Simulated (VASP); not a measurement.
Set up this calculation in VASP 6.6.1, as the native input.

* Task: single point
* Functional: PBE
* Potentials or basis: VASP PAW PBE potentials, release 64 (Zr_sv)
* Cutoff: 500 eV
* k mesh: 9 × 9 × 9
* Occupations: gaussian, width 0.1 eV
* Spin: no spin polarisation
* Dipole correction: no
* Further INCAR settings: ALGO = Normal; EDIFF = 1e-06; NBANDS = 12

The structure of Zr lies in POSCAR:

```
Zr
1.0
    0.0000000000      2.2919737846      2.2919737846
    2.2919737846      0.0000000000      2.2919737846
    2.2919737846      2.2919737846      0.0000000000
Zr
1
Direct
    0.0000000000      0.0000000000      0.0000000000
```

This isn't the form of Zr at room conditions, which is hcp.

The input as run:

INCAR

```
SYSTEM = Zr
ALGO = Normal
EDIFF = 1E-6
ENCUT = 500
GGA = PE
GGA_COMPAT = .False.
ISIF = 2
ISMEAR = 0
LASPH = .True.
LCHARG = .False.
LREAL = .False.
LWAVE = .False.
NBANDS = 12
NELM = 120
PREC = Accurate
SIGMA = 0.1
```

KPOINTS

```
k-points
0
Gamma
  9 9 9
  0 0 0
```

Potentials or basis: VASP PAW PBE potentials, release 64 (Zr_sv).

The run is started by

```sh
$ cat potpaw_PBE.64/Zr_sv/POTCAR > POTCAR
$ mpirun -np 1 vasp_std > vasp.out
```

It gave:

The pressure is -2.9 GPa. The band gap on the k mesh is zero (bands 6 and 7 overlap by 1.51 eV).

Wall time 10 s on 1 thread of Intel(R) Xeon(R) Platinum 8375C CPU @ 2.90GHz (Ice Lake) (shared host), peak memory 0.14 GiB.
